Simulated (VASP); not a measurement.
# La2Zr2O (P6/mmm) in VASP: relaxation of cell and atoms with PBE

Aim: the relaxation of cell and atoms of La2Zr2O with PBE.

All numbers are computed with VASP 6.6.1; they aren't measurements. Logs are shortened: lines on timing, memory, paths and dates and some standing lists are left out, and cuts for length are marked.

### 1 The cell of the first run

Symmetry: P6/mmm, No. 191, hexagonal system. Conventional cell: a = 5.667 Å, b = 5.667 Å, c = 6.784 Å, α = 90.00°, β = 90.00°, γ = 120.00°. Within 4.3 Å of La (site symmetry -6m2) lie 3 La at 3.27 Å and 6 Zr at 3.58 Å. Zr (site symmetry 6mm) has 1 O at 1.94 Å within 2.6 Å. Within 2.6 Å of O (site symmetry 6/mmm) lie 2 Zr at 1.94 Å.

The cell was built from a structure type or drawn by symmetry, and may not be a known phase.

### 2 Relaxation of cell and atoms, PBE

The input, INCAR:

```
PREC = Accurate
ENCUT = 600
EDIFF = 1E-6
ISMEAR = 0
SIGMA = 0.1
LREAL = F
LASPH = T
NELM = 100
ALGO = Normal
ISIF = 3
LWAVE = F
LCHARG = F
GGA = PE
IBRION = 2
NSW = 100
EDIFFG = -0.01
```

The input, KPOINTS:

```
regular mesh
0
Gamma
  12 12 6
```

The input, POSCAR:

```
La2Zr2O
1.0
    5.6665563089      0.0000000000      0.0000000000
   -2.8332781544      4.9073817155      0.0000000000
    0.0000000000      0.0000000000      6.7837473449
La Zr O
2 2 1
Direct
    0.3333333333      0.6666666667      0.5000000000
    0.6666666667      0.3333333333      0.5000000000
    0.0000000000      0.0000000000      0.7140926224
    0.0000000000      0.0000000000      0.2859073776
    0.0000000000      0.0000000000      0.0000000000
```

Potentials or basis: VASP PAW PBE potentials, release 64 (La, Zr_sv, O).

The run is started by

```bash
cat potpaw_PBE.64/La/POTCAR potpaw_PBE.64/Zr_sv/POTCAR potpaw_PBE.64/O/POTCAR > POTCAR
mpirun -np 1 vasp_std > vasp.out
```

OUTCAR:

```text
PREC = Accurate
   ENCUT = 600
   EDIFF = 1E-6
   ISMEAR = 0
   LREAL = F
   LASPH = T
   NELM = 100
   ISIF = 3
   GGA = PE
   IBRION = 2
   NSW = 100
   EDIFFG = -0.01

 ion  position               nearest neighbor table
   1  0.333  0.667  0.500-   2 3.27   2 3.27   2 3.27   4 3.58   3 3.58   4 3.58   3 3.58   4 3.58
                             3 3.58
   2  0.667  0.333  0.500-   1 3.27   1 3.27   1 3.27   4 3.58   3 3.58   3 3.58   4 3.58   3 3.58
                             4 3.58
   3  0.000  0.000  0.714-   5 1.94   4 2.90   1 3.58   2 3.58   1 3.58   2 3.58   2 3.58   1 3.58
                             4 3.88
   4  0.000  0.000  0.286-   5 1.94   3 2.90   1 3.58   2 3.58   1 3.58   2 3.58   2 3.58   1 3.58
                             3 3.88
   5  0.000  0.000  0.000-   3 1.94   4 1.94

  LATTYP: Found a hexagonal cell.
 ALAT       =     5.6665563089
 C/A-ratio  =     1.1971551989

  Lattice vectors:

 A1 = (   5.6665563089,   0.0000000000,   0.0000000000)
 A2 = (  -2.8332781544,   4.9073817155,   0.0000000000)
 A3 = (   0.0000000000,   0.0000000000,   6.7837473449)

Analysis of symmetry for initial positions (statically):
=====================================================================
 Subroutine PRICEL returns:
 Original cell was already a primitive cell.

 Routine SETGRP: Setting up the symmetry group for a
 hexagonal supercell.

 Subroutine GETGRP returns: Found 24 space group operations
 (whereof 24 operations were pure point group operations)
 out of a pool of 24 trial point group operations.

The static configuration has the point symmetry D_6h.

Analysis of symmetry for dynamics (positions and initial velocities):
=====================================================================
 Subroutine PRICEL returns:
 Original cell was already a primitive cell.

 Routine SETGRP: Setting up the symmetry group for a
 hexagonal supercell.

 Subroutine GETGRP returns: Found 24 space group operations
 (whereof 24 operations were pure point group operations)
 out of a pool of 24 trial point group operations.

The dynamic configuration has the point symmetry D_6h.

 Subroutine INISYM returns: Found 24 space group operations
 (whereof 24 operations are pure point group operations),
 and found     1 'primitive' translations

----------------------------------------------------------------------------------------

                                     Primitive cell

  volume of cell :     188.6421

  direct lattice vectors                    reciprocal lattice vectors
     5.666556309  0.000000000  0.000000000     0.176474025  0.101887326  0.000000000
    -2.833278154  4.907381715  0.000000000     0.000000000  0.203774652  0.000000000
     0.000000000  0.000000000  6.783747345     0.000000000  0.000000000  0.147411150

  length of vectors
     5.666556309  5.666556309  6.783747345     0.203774652  0.203774652  0.147411150

  position of ions in fractional coordinates (direct lattice)
     0.333333333  0.666666667  0.500000000
     0.666666667  0.333333333  0.500000000
     0.000000000  0.000000000  0.714092622
     0.000000000  0.000000000  0.285907378
     0.000000000  0.000000000  0.000000000

  ion indices of the primitive-cell ions
   primitive index   ion index
                 1           1
                 2           2
                 3           3
                 4           4
                 5           5

----------------------------------------------------------------------------------------

 KPOINTS: regular mesh

Automatic generation of k-mesh.
 Grid dimensions read from file:
 generate k-points for:   12   12    6

 Generating k-lattice:

  Cartesian coordinates                     Fractional coordinates (reciprocal lattice)
     0.014706169  0.008490610  0.000000000     0.083333333  0.000000000  0.000000000
     0.000000000  0.016981221  0.000000000     0.000000000  0.083333333  0.000000000
     0.000000000  0.000000000  0.024568525     0.000000000  0.000000000  0.166666667

  Length of vectors
     0.016981221  0.016981221  0.024568525

  Shift w.r.t. Gamma in fractional coordinates (k-lattice)
     0.000000000  0.000000000  0.000000000

 Subroutine IBZKPT returns following result:
 ===========================================

 Found     76 irreducible k-points:

 Following reciprocal coordinates:
            Coordinates               Weight
  0.000000  0.000000  0.000000      1.000000
  0.083333  0.000000  0.000000      6.000000
  0.166667  0.000000  0.000000      6.000000
  0.250000  0.000000  0.000000      6.000000
  0.333333  0.000000  0.000000      6.000000
  0.416667 -0.000000  0.000000      6.000000
[... 16 lines left out ...]
  0.250000  0.000000  0.166667     12.000000
  0.333333  0.000000  0.166667     12.000000
 [... further k-points ...]
   k-points           NKPTS =     76   k-points in BZ     NKDIM =     76   number of bands    NBANDS=     31
   number of dos      NEDOS =    301   number of ions     NIONS =      5
   total plane-waves  NPLWV = 124416
   dimension x,y,z NGX =    48 NGY =   48 NGZ =   54
   dimension x,y,z NGXF=    96 NGYF=   96 NGZF=  108
   ions per type =               2   2   1
   NGX,Y,Z   is equivalent  to a cutoff of  14.08, 14.08, 13.23 a.u.
   NGXF,Y,Z  is equivalent  to a cutoff of  28.16, 28.16, 26.47 a.u.
 SYSTEM =  unknown system
   PREC   = accura    normal or accurate (medium, high low for compatibility)
   ISTART =      0    job   : 0-new  1-cont  2-samecut
   ICHARG =      2    charge: 1-file 2-atom 10-const
   ISPIN  =      1    spin polarized calculation?
   LNONCOLLINEAR =      F non collinear calculations
   LSORBIT =      F    spin-orbit coupling
   LASPH  =      T    aspherical Exc in radial PAW
   ENCUT  =  600.0 eV  44.10 Ry    6.64 a.u.  11.32 11.32 13.55*2*pi/ulx,y,z
   NELM   =    100;   NELMIN=  2; NELMDL= -5     # of ELM steps
   EDIFF  = 0.1E-05   stopping-criterion for ELM
   LREAL  =      F    real-space projection
   EDIFFG = -.1E-01   stopping-criterion for IOM
   NSW    =    100    number of steps for IOM
   IBRION =      2    ionic relax: 0-MD 1-quasi-New 2-CG
   NFREE  =      1    steps in history (QN), initial steepest desc. (CG)
   ISIF   =      3    stress and relaxation
   ISYM   =      2    0-nonsym 1-usesym 2-fastsym
   POTIM  = 0.5000    time-step for ionic-motion
   TEBEG  =    0.0;   TEEND  =   0.0 temperature during run
   PSTRESS=    0.0 pullay stress
   NELECT =      52.0000    total number of electrons
   NUPDOWN=      -1.0000    fix difference up-down
   EMIN   =  10.00;   EMAX   =-10.00  energy-range for DOS
   EFERMI =   0.00;   METHOD = LEGACY
   ISMEAR =     0;   SIGMA  =   0.10  broadening in eV -4-tet -1-fermi 0-gaus
   EFERMI_NEDOS =   21; number of points for ismear=-14 and -15
   IALGO  =     38    algorithm
   IMIX   =      4    mixing-type and parameters
     AMIX     =   0.40;   BMIX     =  1.00
     AMIX_MAG =   1.60;   BMIX_MAG =  1.00
  volume/ion in A,a.u.               =      37.73       254.60
  Fermi-wavevector in a.u.,A,eV,Ry     =   1.065442  2.013393 15.444873  1.135166
  Thomas-Fermi vector in A             =   2.200993
   LORBIT       =      0    0 simple, 1 ext, 2 COOP (PROOUT), +10 PAW based schemes
   GGA     = PE    functional components
   LHFCALC =     F    Hartree Fock is set to
   AEXX    =    0.0000 exact exchange contribution
   IVDW    =     0    specifies the selected vdW correction
   LEPSILON=     F    determine dielectric tensor
   LRPA    =     F    only Hartree local field effects (RPA)
 conjugate gradient relaxation of ions
 non-spin polarized calculation
 Gauss-broadening in eV      SIGMA  =   0.10
  energy-cutoff  :      600.00
  volume of cell :      188.64
 maximum number of plane-waves:      6339
 NGX is ok and might be reduce to    48
   NGX = 23   NGY = 23   NGZ = 27

--------------------------------------- Ionic step        1  -------------------------------------------

 number of electron      52.0000002 magnetization

 Free energy of the ion-electron system (eV)
  ---------------------------------------------------
  ext. energy  EPLUGINS =         0.00000000
  ---------------------------------------------------
  free energy    TOTEN  =       -32.92124650 eV

  energy without entropy =      -32.87912385  energy(sigma->0) =      -32.90018517

------------------------ aborting loop because EDIFF is reached ----------------------------------------

  FORCE on cell =-STRESS in cart. coord.  units (eV):
  Direction    XX          YY          ZZ          XY          YZ          ZX
  --------------------------------------------------------------------------------------
  -------------------------------------------------------------------------------------
  Total        0.2023302      0.2023302      0.4478953      0.0000000      0.0000000     -0.0000000
  in kB        1.7184329      1.7184329      3.8040691      0.0000000      0.0000000     -0.0000000
  external PRESSURE =       2.4136450 kB  Pullay stress =       0.0000000 kB
[... 258 lines left out ...]
  energy  without entropy=      -32.8801110620  energy(sigma->0) =      -32.90125148

--------------------------------------- Ionic step        8  -------------------------------------------

 number of electron      52.0000002 magnetization

 Free energy of the ion-electron system (eV)
  ---------------------------------------------------
  ext. energy  EPLUGINS =         0.00000000
  ---------------------------------------------------
  free energy    TOTEN  =       -32.92243562 eV

  energy without entropy =      -32.88019918  energy(sigma->0) =      -32.90131740

 E-fermi :   4.3729     XC(G=0):  -8.0578

 val. band max:        4.3703051621   @ k =   0.2500   0.2500   0.1667
 cond. band min:       4.3851064244   @ k =   0.0833   0.0000   0.1667
 fundamental gap:      0.0148012623
 Fermi energy:         4.3729450382

 k-point     1 :       0.0000    0.0000    0.0000
  band No.  band energies     occupation
      1     -44.9785      2.00000
      2     -44.9097      2.00000
      3     -28.3119      2.00000
      4     -27.9102      2.00000
      5     -23.6475      2.00000
      6     -23.0142      2.00000
[... 805 lines left out ...]
     30       5.4355      0.00000
     31       5.6363      0.00000

 [... further k-points ...]
[... 5 lines left out ...]
  --------------------------------------------------------------------------------------
  -------------------------------------------------------------------------------------
  Total       -0.0163237     -0.0163237      0.0475226     -0.0000000      0.0000000     -0.0000000
  in kB       -0.1376975     -0.1376975      0.4008753     -0.0000000      0.0000000     -0.0000000
  external PRESSURE =       0.0418267 kB  Pullay stress =       0.0000000 kB
[... 20 lines left out ...]
  FREE ENERGIE OF THE ION-ELECTRON SYSTEM (eV)
  ---------------------------------------------------
  free  energy   TOTEN  =       -32.9224356194 eV

  energy  without entropy=      -32.8801991826  energy(sigma->0) =      -32.90131740

 reached required accuracy - stopping structural energy minimisation
```

Run time: 54 min. Hardware: 1 thread of Intel Xeon 6975P-C (Granite Rapids), shared host; peak memory 0.8 GiB.

What came out:

- Free energy: -32.9224 eV
- Relaxed volume: 37.99 Å³/atom
- Relaxed cell: a = 5.676 Å, b = 5.676 Å, c = 6.807 Å, α = 90.00°, β = 90.00°, γ = 120.00°
- Space group after relaxing (to 0.1 Å): P6/mmm (No. 191)
- Energy gained by relaxing: 0.2 meV/atom
- Ionic steps: 8
- Pressure after relaxing: 0.0 GPa
- Largest force after relaxing: 0.004 eV/Å
- Band gap on the k mesh: zero (bands 26 and 27 overlap by 0.23 eV)

Forces on the atoms (eV/Å):
```
La   0.000  0.000  0.000
La   0.000  0.000  0.000
Zr   0.000  0.000  0.004
Zr   0.000  0.000 -0.004
O    0.000  0.000  0.000
```

The path:
```
step  energy change (eV)  largest force (eV/Å)  pressure (GPa)  volume (Å³)
   1              0.0000                0.0058            0.24       188.64
   2             -0.0005                0.1395           -0.12       190.20
   3             -0.0008                0.0866            0.02       189.57
   4             -0.0011                0.0032           -0.01       190.10
   5             -0.0011                0.0059           -0.02       190.05
   6             -0.0011                0.0106           -0.02       190.03
   7             -0.0011                0.0131           -0.02       190.01
   8             -0.0012                0.0038            0.00       189.93
```

Final structure:
```yaml
crystal:
  lattice:
    - [5.67621, 0.00000, 0.00000]
    - [-2.83810, 4.91574, 0.00000]
    - [0.00000, 0.00000, 6.80699]
  atoms:
    - { symbol: La, position: [0.33333, 0.66667, 0.50000] }
    - { symbol: La, position: [0.66667, 0.33333, 0.50000] }
    - { symbol: Zr, position: [0.00000, 0.00000, 0.71470] }
    - { symbol: Zr, position: [0.00000, 0.00000, 0.28530] }
    - { symbol: O, position: [0.00000, 0.00000, 0.00000] }
```

Caveat: spin-orbit coupling is left out, which moves the levels of the heavy elements.
